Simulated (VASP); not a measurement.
Input of a VASP 6.6.1 run:

INCAR

```
  PREC = Accurate
  ENCUT = 520
  EDIFF = 1E-6
  ISMEAR = 0
  SIGMA = 0.02
  LREAL = False
  LASPH = True
  NELM = 80
  ALGO = Normal
  ISIF = 2
  LWAVE = False
  LCHARG = False
  GGA = PE
  NBANDS = 50
```

The input KPOINTS:

```
regular mesh
0
Gamma
  12 12 2
```

POSCAR

```
GeSb4Te7
1.0
    4.4068087556      0.0000000000      0.0000000000
   -2.2034043778      3.8164083320      0.0000000000
    0.0000000000      0.0000000000     24.2749173829
Ge Sb Te
1 4 7
Direct
    0.0000000000      0.0000000000      0.5000000000
    0.6666666667      0.3333333333      0.9187155944
    0.3333333333      0.6666666667      0.3488174997
    0.3333333333      0.6666666667      0.0812844056
    0.6666666667      0.3333333333      0.6511825003
    0.3333333333      0.6666666667      0.8491992741
    0.6666666667      0.3333333333      0.1508007259
    0.0000000000      0.0000000000      0.7204257256
    0.6666666667      0.3333333333      0.4310323998
    0.3333333333      0.6666666667      0.5689676002
    0.0000000000      0.0000000000      0.0000000000
    0.0000000000      0.0000000000      0.2795742744
```

Potentials or basis: VASP PAW PBE potentials, release 64 (Ge_d, Sb, Te).

Command:

```sh
$ cat potpaw_PBE.64/Ge_d/POTCAR potpaw_PBE.64/Sb/POTCAR potpaw_PBE.64/Te/POTCAR > POTCAR
$ mpirun -np 1 vasp_std > vasp.out
```

Question: What does it give for the band gap on the k mesh?

Answer: 0.29 eV.

Question: Estimate the largest force.

Answer: 0.063 eV/Å.

Question: Estimate the pressure.

Answer: -1.2 GPa.

Forces on the atoms (eV/Å):
```
Ge   0.000  0.000  0.000
Sb   0.000  0.000 -0.029
Sb   0.000  0.000 -0.040
Sb   0.000  0.000  0.029
Sb   0.000  0.000  0.040
Te   0.000  0.000  0.063
Te   0.000  0.000 -0.063
Te   0.000  0.000 -0.063
Te   0.000  0.000 -0.016
Te   0.000  0.000  0.016
Te   0.000  0.000  0.000
Te   0.000  0.000  0.063
```

Caveat: the cell differs from its parent crystal (biaxial strain in the a-b plane: +2.0 %); spin-orbit coupling is left out, which moves the levels of the heavy elements; this functional lacks dispersion, which binds layers or chains, so the pressure and a relaxed spacing across them are unreliable. A k mesh can miss the band edges.
